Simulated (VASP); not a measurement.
Wanted: the native input for a VASP 6.6.1 run.

| Item | Value |
| --- | --- |
| Task | relaxation of cell and atoms |
| Functional | PBE |
| Potentials or basis | VASP PAW PBE potentials, release 64 (B, P) |
| Cutoff | 600 eV |
| k mesh | 6 × 6 × 10 |
| Occupations | gaussian, width 0.1 eV |
| Spin | no spin polarisation |
| Dipole correction | no |
| Further INCAR settings | LREAL = Auto; ALGO = Fast; EDIFF = 1e-06; IBRION = 2; EDIFFG = -0.01; NSW = 100; ISIF = 3 |

The structure of BP lies in POSCAR:

```
BP
1.0
    7.6398515382      0.0000000000      0.0000000000
    0.0000000000      7.6398515382      0.0000000000
    0.0000000000      0.0000000000      3.8234012450
B P
8 8
Direct
    0.6816811836      0.6367551008      0.0000000000
    0.8632448992      0.8183188164      0.5000000000
    0.3183188164      0.3632448992      0.0000000000
    0.1367551008      0.1816811836      0.5000000000
    0.6367551008      0.3183188164      0.5000000000
    0.8183188164      0.1367551008      0.0000000000
    0.3632448992      0.6816811836      0.5000000000
    0.1816811836      0.8632448992      0.0000000000
    0.1172211685      0.8017031952      0.5000000000
    0.3017031952      0.6172211685      0.0000000000
    0.8827788315      0.1982968048      0.5000000000
    0.6982968048      0.3827788315      0.0000000000
    0.1982968048      0.1172211685      0.0000000000
    0.3827788315      0.3017031952      0.5000000000
    0.8017031952      0.8827788315      0.0000000000
    0.6172211685      0.6982968048      0.5000000000
```

The cell was built from a structure type or drawn by symmetry, and may not be a known phase.

The input as run:

INCAR

```
SYSTEM = BP
PREC = Accurate
ENCUT = 600
EDIFF = 1E-6
ISMEAR = 0
SIGMA = 0.1
LREAL = Auto
LASPH = .True.
NELM = 100
ALGO = Fast
ISIF = 3
LWAVE = .False.
LCHARG = .False.
GGA = PE
IBRION = 2
NSW = 100
EDIFFG = -0.01
```

KPOINTS

```
regular mesh
0
Gamma
  6 6 10
  0 0 0
```

Potentials or basis: VASP PAW PBE potentials, release 64 (B, P).

The run is started by

```sh
$ cat potpaw_PBE.64/B/POTCAR potpaw_PBE.64/P/POTCAR > POTCAR
$ mpirun -np 1 vasp_std > vasp.out
```

Results of the run:

* Relaxed volume: 13.95 Å³/atom
* Relaxed cell: a = 7.639 Å, b = 7.639 Å, c = 3.823 Å, α = 90.00°, β = 90.00°, γ = 90.00°
* Space group after relaxing (to 0.1 Å): P4_2/mbc (No. 135)
* Energy gained by relaxing: 0.0 meV/atom
* Ionic steps: 2
* Pressure after relaxing: 0.0 GPa
* Largest force after relaxing: 0.008 eV/Å
* Band gap on the k mesh: zero (bands 32 and 33 overlap by 2.04 eV)

Wall time 25 min on 1 thread of Oxide Virtual Turin-like Processor, on a shared host, peak memory 0.57 GiB.
